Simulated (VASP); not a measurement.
# C (R32) in VASP: further runs, part 2 of 2

VASP 6.6.1. Earlier steps stand in the parts before.

## (3) Single point, PBE, collinear spin

The input, INCAR:

```
SYSTEM = C
ALGO     = Normal         ! electronic algorithm
EDIFF    = 1E-6           ! SCF threshold, eV
ENCUT    = 520            ! plane-wave cutoff, eV
GGA      = PE             ! functional
ISIF     = 2              ! what is computed and relaxed
ISMEAR   = 0              ! smearing method
ISPIN    = 2              ! spin polarisation
LASPH    = .TRUE.         ! aspherical terms in the spheres
LCHARG   = .TRUE.         ! write CHGCAR
LELF     = .TRUE.         ! ELF
LORBIT   = 11             ! projections on sites
LREAL    = .FALSE.        ! projectors in reciprocal space
LVHAR    = .TRUE.       
LWAVE    = .FALSE.        ! write WAVECAR
MAGMOM   = 1 1 1          ! initial moments
NBANDS   = 17             ! bands
NELM     = 150            ! most SCF steps
PREC     = Accurate       ! precision mode
SIGMA    = 0.1            ! smearing width, eV
```

The input, KPOINTS:

```
k-points
0
G
  6 6 6
  0 0 0
```

The input, POSCAR:

```
C
1.0
    2.0673681888      1.1935955803      1.2939433503
   -2.0673681888      1.1935955803      1.2939433503
    0.0000000000     -2.3871911606      1.2939433503
C
3
Direct
    0.0000000000      0.7849345039      0.2150654961
    0.7849345039      0.2150654961      0.0000000000
    0.2150654961      0.0000000000      0.7849345039
```

Potentials or basis: VASP PAW PBE potentials, release 64 (C).

Command:

```
> cat potpaw_PBE.64/C/POTCAR > POTCAR
> mpirun -np 1 vasp_std > vasp.out
```

OUTCAR:

```text
SYSTEM = C
   EDIFF = 1E-6
   ENCUT = 520
   GGA = PE
   ISIF = 2
   ISMEAR = 0
   ISPIN = 2
   LASPH = .TRUE.
   LORBIT = 11
   LREAL = .FALSE.
   NELM = 150
   PREC = Accurate

 ion  position               nearest neighbor table
   1  0.000  0.785  0.215-   3 1.54   2 1.54   3 1.55   2 1.55
   2  0.785  0.215  0.000-   1 1.54   3 1.54   1 1.55   3 1.55
   3  0.215  0.000  0.785-   1 1.54   2 1.54   1 1.55   2 1.55

  LATTYP: Found a trigonal (rhomboedric) cell.
 ALAT       =     2.7153215337
 COS(alpha) =    -0.1593728525

  Lattice vectors:

 A1 = (   2.0673681888,   1.1935955803,   1.2939433503)
 A2 = (  -2.0673681888,   1.1935955803,   1.2939433503)
 A3 = (   0.0000000000,  -2.3871911606,   1.2939433503)

Analysis of symmetry for initial positions (statically):
=====================================================================
 Subroutine PRICEL returns:
 Original cell was already a primitive cell.

 Routine SETGRP: Setting up the symmetry group for a
 trigonal (rhombohedral) supercell.

 Subroutine GETGRP returns: Found  6 space group operations
 (whereof  6 operations were pure point group operations)
 out of a pool of 12 trial point group operations.

The static configuration has the point symmetry D_3 .

Analysis of symmetry for dynamics (positions and initial velocities):
=====================================================================
 Subroutine PRICEL returns:
 Original cell was already a primitive cell.

 Routine SETGRP: Setting up the symmetry group for a
 trigonal (rhombohedral) supercell.

 Subroutine GETGRP returns: Found  6 space group operations
 (whereof  6 operations were pure point group operations)
 out of a pool of 12 trial point group operations.

The dynamic configuration has the point symmetry D_3 .

Analysis of structural, dynamic, and magnetic symmetry:
=====================================================================
 Subroutine PRICEL returns:
 Original cell was already a primitive cell.

 Routine SETGRP: Setting up the symmetry group for a
 trigonal (rhombohedral) supercell.

 Subroutine GETGRP returns: Found  6 space group operations
 (whereof  6 operations were pure point group operations)
 out of a pool of 12 trial point group operations.

The overall configuration has the point symmetry D_3 .

 Subroutine INISYM returns: Found  6 space group operations
 (whereof  6 operations are pure point group operations),
 and found     1 'primitive' translations

----------------------------------------------------------------------------------------

                                     Primitive cell

  volume of cell :      19.1576

  direct lattice vectors                    reciprocal lattice vectors
     2.067368189  1.193595580  1.293943350     0.241853388  0.139634118  0.257610454
    -2.067368189  1.193595580  1.293943350    -0.241853388  0.139634118  0.257610454
     0.000000000 -2.387191161  1.293943350     0.000000000 -0.279268237  0.257610454

  length of vectors
     2.715321534  2.715321534  2.715321534     0.379939329  0.379939329  0.379939329

  position of ions in fractional coordinates (direct lattice)
     0.000000000  0.784934504  0.215065496
     0.784934504  0.215065496  0.000000000
[... 77 lines left out ...]
   ENCUT  =  520.0 eV  38.22 Ry    6.18 a.u.   5.05  5.05  5.05*2*pi/ulx,y,z
   NELM   =    150;   NELMIN=  2; NELMDL= -5     # of ELM steps
   EDIFF  = 0.1E-05   stopping-criterion for ELM
   LREAL  =      F    real-space projection
   EDIFFG = 0.1E-04   stopping-criterion for IOM
   NSW    =      0    number of steps for IOM
   IBRION =     -1    ionic relax: 0-MD 1-quasi-New 2-CG
   NFREE  =      0    steps in history (QN), initial steepest desc. (CG)
   ISIF   =      2    stress and relaxation
   ISYM   =      2    0-nonsym 1-usesym 2-fastsym
   POTIM  = 0.5000    time-step for ionic-motion
   TEBEG  =    0.0;   TEEND  =   0.0 temperature during run
   PSTRESS=    0.0 pullay stress
   NELECT =      12.0000    total number of electrons
   NUPDOWN=      -1.0000    fix difference up-down
   EMIN   =  10.00;   EMAX   =-10.00  energy-range for DOS
   EFERMI =   0.00;   METHOD = LEGACY
   ISMEAR =     0;   SIGMA  =   0.10  broadening in eV -4-tet -1-fermi 0-gaus
   EFERMI_NEDOS =   21; number of points for ismear=-14 and -15
   IALGO  =     38    algorithm
   IMIX   =      4    mixing-type and parameters
     AMIX     =   0.40;   BMIX     =  1.00
     AMIX_MAG =   1.60;   BMIX_MAG =  1.00
  volume/ion in A,a.u.               =       6.39        43.09
  Fermi-wavevector in a.u.,A,eV,Ry     =   1.400731  2.646998 26.695274  1.962047
  Thomas-Fermi vector in A             =   2.523662
   LORBIT       =     11    0 simple, 1 ext, 2 COOP (PROOUT), +10 PAW based schemes
   GGA     = PE    functional components
   LHFCALC =     F    Hartree Fock is set to
   AEXX    =    0.0000 exact exchange contribution
   IVDW    =     0    specifies the selected vdW correction
   LEPSILON=     F    determine dielectric tensor
   LRPA    =     F    only Hartree local field effects (RPA)
 spin polarized calculation
 Gauss-broadening in eV      SIGMA  =   0.10
  energy-cutoff  :      520.00
  volume of cell :       19.16
 maximum number of plane-waves:       538
   NGX = 11   NGY = 11   NGZ = 11

 number of electron      12.0000001 magnetization      -0.0000684

 number of electron      12.0000001 magnetization       0.0000490

 Free energy of the ion-electron system (eV)
  ---------------------------------------------------
  ext. energy  EPLUGINS =         0.00000000
  ---------------------------------------------------
  free energy    TOTEN  =       -24.40120766 eV

  energy without entropy =      -24.40041051  energy(sigma->0) =      -24.40080909

 E-fermi :   9.3570     XC(G=0): -12.5110

 val. band max:        8.9970276134   @ k =   0.3333   0.1667   0.1667
 cond. band min:       9.3748636194   @ k =   0.1667   0.1667   0.1667
 fundamental gap:      0.3778360061
 Fermi energy:         9.3569985653

 spin component 1

 k-point     1 :       0.0000    0.0000    0.0000
  band No.  band energies     occupation
      1     -12.9010      1.00000
      2       1.0903      1.00000
      3       1.5469      1.00000
      4       1.5469      1.00000
      5       5.1223      1.00000
      6       5.1223      1.00000
[... 459 lines left out ...]
      6       5.7203      1.00000
[... 9 lines left out ...]
     16      32.1858      0.00000
     17      36.7375      0.00000

 [... further k-points ...]

 spin component 2

 k-point     1 :       0.0000    0.0000    0.0000
  band No.  band energies     occupation
      1     -12.9009      1.00000
      2       1.0902      1.00000
      3       1.5469      1.00000
      4       1.5469      1.00000
      5       5.1224      1.00000
      6       5.1224      1.00000
[... 459 lines left out ...]
      6       5.7203      1.00000
[... 9 lines left out ...]
     16      32.1857      0.00000
     17      36.7374      0.00000

 [... further k-points ...]

------------------------ aborting loop because EDIFF is reached ----------------------------------------

  FORCE on cell =-STRESS in cart. coord.  units (eV):
  Direction    XX          YY          ZZ          XY          YZ          ZX
  --------------------------------------------------------------------------------------
  -------------------------------------------------------------------------------------
  Total        0.0713498      0.0713498      0.1296745      0.0000000      0.0000000      0.0000000
  in kB        5.9670800      5.9670800     10.8448500      0.0000000      0.0000000      0.0000000
  external PRESSURE =       7.5930033 kB  Pullay stress =       0.0000000 kB

 VOLUME and BASIS-vectors are now :
 -----------------------------------------------------------------------------
  energy-cutoff  :      520.00
  volume of cell :       19.16
      direct lattice vectors                 reciprocal lattice vectors
     2.067368189  1.193595580  1.293943350     0.241853388  0.139634118  0.257610454
    -2.067368189  1.193595580  1.293943350    -0.241853388  0.139634118  0.257610454
     0.000000000 -2.387191161  1.293943350     0.000000000 -0.279268237  0.257610454

 POSITION                                       TOTAL-FORCE (eV/Angst)
 -----------------------------------------------------------------------------------
     -1.62275      0.42349      1.29394         0.024487     -0.042412     -0.000000
      1.17813      1.19360      1.29394        -0.048974     -0.000000      0.000000
      0.44462     -1.61709      1.29394         0.024487      0.042412     -0.000000
 -----------------------------------------------------------------------------------
    total drift:                                0.000000     -0.000000      0.000000

  FREE ENERGIE OF THE ION-ELECTRON SYSTEM (eV)
  ---------------------------------------------------
  free  energy   TOTEN  =       -24.4012076620 eV

  energy  without entropy=      -24.4004105125  energy(sigma->0) =      -24.40080909

 total charge

# of ion       s       p       d       tot
------------------------------------------
    1        0.824   1.707   0.000   2.531
    2        0.824   1.707   0.000   2.531
    3        0.824   1.707   0.000   2.531
--------------------------------------------------
tot          2.472   5.121   0.000   7.593

 magnetization (x)

# of ion       s       p       d       tot
------------------------------------------
    1        0.000  -0.000   0.000   0.000
    2        0.000  -0.000   0.000   0.000
    3        0.000  -0.000   0.000   0.000
--------------------------------------------------
tot          0.000  -0.000   0.000   0.000
```

Wall time 25 s (1 thread of Intel Xeon 8259CL, shared host); peak memory 0.13 GiB.

What came out:

* Free energy: -24.4012 eV
* Pressure: 0.8 GPa
* Largest force: 0.049 eV/Å
* Band gap on the k mesh: zero (filled and empty bands overlap)
* Net moment: 0.00 μB per cell
* Valence electrons inside the program's atomic spheres: C 2.53

Forces on the atoms (eV/Å):
```
C    0.024 -0.042  0.000
C   -0.049  0.000  0.000
C    0.024  0.042  0.000
```

Caveat: the k points lie up to 0.40 Å⁻¹ apart, too coarse for converged energies and pressures of a metal.

## (4) Single point, PBE

This run uses another cell than the first one: it holds 6 atoms, not 3.

The input, INCAR:

```
PREC = Accurate
ENCUT = 520
EDIFF = 1E-7
ISMEAR = 0
SIGMA = 0.2
LREAL = F
LASPH = T
NELM = 100
ALGO = Normal
ISIF = 2
LWAVE = F
LCHARG = T
GGA = PE
LELF = T
LVHAR = T
NBANDS = 21
```

The input, KPOINTS:

```
Automatic mesh
0
Gamma
  8 8 4
```

The input, POSCAR:

```
C
1.0
   -2.6671899347      0.4680724269     -0.1998939448
    1.7632053493     -3.0201565858      0.4064086482
    0.3694775843     -0.6160474639      5.3828865541
C
6
Direct
    0.4516016994      0.3333368429      0.0242001542
    0.4516047083      0.3333380972      0.5241999194
    0.0967925026      0.5483965186     -0.0833333501
    0.0967953823      0.5483979142      0.4166663591
    0.4516041494      0.1182662061      0.3091334955
    0.4516015580      0.1182644211      0.8091334218
```

Command:

```
> cat potpaw_PBE.64/C/POTCAR > POTCAR
> mpirun -np 1 vasp_std > vasp.out
```

Run time: 2.1 min. Hardware: 1 thread of Intel Xeon 8259CL, shared host; peak memory 0.18 GiB.

The run converged. Its results:

```
Free energy            : -48.7880 eV
Pressure               : 0.6 GPa
Largest force          : 0.050 eV/Å
Band gap on the k mesh : zero (bands 12 and 13 overlap by 1.12 eV)
```

Forces on the atoms (eV/Å):
```
C    0.034 -0.009  0.035
C    0.034 -0.009  0.035
C   -0.043 -0.025  0.000
C   -0.043 -0.025  0.000
C    0.009  0.034 -0.035
C    0.009  0.034 -0.035
```

Stress tensor (GPa, compression positive):
```
 0.65  0.14  0.12
 0.14  0.49 -0.21
 0.12 -0.21  0.56
```

Levels at points of the mesh, in eV from the Fermi level:
| k point | band 9 | band 10 | band 11 | band 12 | band 13 | band 14 | band 15 | band 16 |
| --- | --- | --- | --- | --- | --- | --- | --- | --- |
| (0.00, 0.00, 0.00) | -4.02 | -4.02 | -2.55 | -2.26 | -1.07 | 1.66 | 6.67 | 7.65 |
| (0.50, 0.00, 0.00) | -7.13 | -7.13 | -6.12 | -2.61 | 1.54 | 3.57 | 3.99 | 6.50 |
| (0.00, 0.50, 0.00) | -6.12 | -2.61 | -2.55 | -2.26 | 1.66 | 3.99 | 6.50 | 6.68 |
| (0.00, 0.00, 0.50) | -3.82 | -3.82 | -2.40 | -2.40 | 1.16 | 1.16 | 6.57 | 6.57 |
| (0.50, 0.00, 0.50) | -7.23 | -7.23 | -4.28 | -4.28 | 1.63 | 1.63 | 6.85 | 6.85 |
| (0.00, 0.50, 0.50) | -4.57 | -4.57 | -2.28 | -2.28 | 3.27 | 3.27 | 6.77 | 6.77 |

## (5) Single point, PBE

The input, INCAR:

```
SYSTEM = C
PREC = Accurate
ENCUT = 520
EDIFF = 1E-6
ISMEAR = 0
SIGMA = 0.1
LREAL = .FALSE.
LASPH = .TRUE.
NELM = 60
ALGO = Normal
ISIF = 2
LWAVE = .FALSE.
LCHARG = .TRUE.
GGA = PE
LELF = .TRUE.
LVHAR = .TRUE.
NBANDS = 13
```

The input, KPOINTS:

```
Automatic mesh
0
G
  18 18 18
  0 0 0
```

The input, POSCAR:

```
C
1.0
    2.0672618978      1.1935342132      1.2940571317
   -2.0672618978      1.1935342132      1.2940571317
    0.0000000000     -2.3870684264      1.2940571317
C
3
Direct
    0.0000000000      0.7849353451      0.2150646549
    0.7849353451      0.2150646549      0.0000000000
    0.2150646549      0.0000000000      0.7849353451
```

Command:

```
> cat potpaw_PBE.64/C/POTCAR > POTCAR
> mpirun -np 1 vasp_std > vasp.out
```

It took 2.6 min on 1 thread of Intel Xeon 8259CL, shared host; peak memory 0.21 GiB.

The run converged. Its results:

```yaml
Free_energy: -24.3953 eV
Pressure: 0.6 GPa
Largest_force: 0.043 eV/Å
Band_gap_on_the_k_mesh: zero (bands 6 and 7 overlap by 1.43 eV)
```

Forces in eV/Å, atoms in the order of the input:
```
C    0.022 -0.037  0.000
C   -0.043  0.000  0.000
C    0.022  0.037  0.000
```

Stress tensor (GPa, compression positive):
```
0.71 0.00 0.00
0.00 0.71 0.00
0.00 0.00 0.28
```

Levels at points of the mesh, in eV from the Fermi level:
```
           k point  band 2  band 3  band 4  band 5  band 6  band 7  band 8  band 9  band 10  band 11
(0.00, 0.00, 0.00)   -8.01   -7.55   -7.55   -3.99   -3.99   -1.04    7.73    7.73    10.74    10.74
(0.50, 0.00, 0.00)  -15.44   -8.23   -6.55   -2.52   -2.22    1.69    6.71    7.69     7.96    12.24
(0.50, 0.50, 0.00)  -14.68  -11.83   -7.70   -6.08   -2.57    4.03    6.54    8.41    11.47    12.33
(0.50, 0.50, 0.50)  -12.70  -12.70   -9.27   -7.09   -7.09    1.57    3.60   14.49    14.49    15.36
```

## (6) Summary

```csv
spin,cell,k mesh,smearing,gap on the mesh (eV),pressure (GPa),largest force (eV/Å)
off,"a = 2.715 Å, angles 99.2°, 3 atoms, atomic positions A",6 × 6 × 6,gaussian 0.1 eV,none,0.8,0.05
collinear,"a = 2.715 Å, angles 99.2°, 3 atoms, atomic positions A",6 × 6 × 6,gaussian 0.1 eV,none,0.8,0.05
off,"a = 2.715, b = 3.521, c = 5.431 Å, angles 75.8, 99.2, 130.4°, 6 atoms, atomic positions B",8 × 8 × 4,gaussian 0.2 eV,none,0.6,0.05
off,"a = 2.715 Å, angles 99.2°, 3 atoms, atomic positions A",18 × 18 × 18,gaussian 0.1 eV,none,0.6,0.04
```

Alike in all rows: task single point; level PBE; potentials or basis VASP PAW PBE potentials, release 64 (C); cutoff (eV) 520.

Caveats: some runs use coarse meshes.

Total energies depend on the potentials used, so only differences within one code and one set of settings carry meaning.
